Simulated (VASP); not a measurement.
Write the native input for VASP 6.6.1 that does the following.

* Task: single point
* Functional: PBEsol
* Potentials or basis: VASP PAW PBE potentials, release 64 (Pb_d, Se)
* Cutoff: 520 eV
* k mesh: 4 × 4 × 4
* Occupations: gaussian, width 0.1 eV
* Spin: no spin polarisation
* Dipole correction: no
* Further INCAR settings: LREAL = Auto; ALGO = Normal; EDIFF = 1e-07; NBANDS = 86

The structure of Pb7Se8 (a cell with a defect) lies in POSCAR:

```
Pb7Se8
1.0
   -6.1031549502      0.0000000000      6.1031549502
   -6.1031549502     -6.1031549502      0.0000000000
    0.0000000000     -6.1031549502      6.1031549502
Pb Se
7 8
Direct
    0.5000000041      0.1143871499     -0.0000000819
    0.4865721130     -0.0091798423      0.5254888703
    0.5134278132      0.5028811369      0.4745112198
    0.0254887843     -0.0091798423     -0.0134278092
   -0.0254888662      0.5028811369      0.0134278911
   -0.0000000819     -0.0261110035      0.5000000041
   -0.0000000819      0.5356725377      0.5000000041
    0.2607310502      0.7561258132      0.2392688719
    0.2040959979      0.2530647694      0.2959039242
    0.2504850381      0.7311416860      0.7504851241
    0.2571170178      0.2588901991      0.7571169400
    0.7428829904      0.7731240708      0.2428830682
    0.7495148882      0.2321118359      0.2495149660
    0.7392687941      0.7561258132      0.7607311363
    0.7959038464      0.2530647694      0.7040960839
```

These files were run (other wordings do the same):

INCAR

```
SYSTEM = Pb7Se8
ALGO = Normal
EDIFF = 1E-7
ENCUT = 520
GGA = PS
ISIF = 2
ISMEAR = 0
LASPH = .True.
LCHARG = .True.
LELF = .True.
LREAL = Auto
LVHAR = .True.
LWAVE = .False.
NBANDS = 86
NELM = 60
PREC = Accurate
SIGMA = 0.1
```

KPOINTS

```
k-points
0
Gamma
  4 4 4
  0 0 0
```

Potentials or basis: VASP PAW PBE potentials, release 64 (Pb_d, Se).

Command:

```bash
$ cat potpaw_PBE.64/Pb_d/POTCAR potpaw_PBE.64/Se/POTCAR > POTCAR
$ mpirun -np 1 vasp_std > vasp.out
```

Results of the run:

```
Pressure               : -1.5 GPa
Largest force          : 0.669 eV/Å
Band gap on the k mesh : zero (bands 73 and 74 overlap by 0.22 eV)
```

Caveat: the PAW data sets were made with another functional, which shifts forces and pressure a little; spin-orbit coupling is left out, which moves the levels of the heavy elements.

Run time: 9.7 min on 1 thread of Intel(R) Xeon(R) 6975P-C (Granite Rapids), on a shared host, peak memory 0.8 GiB.
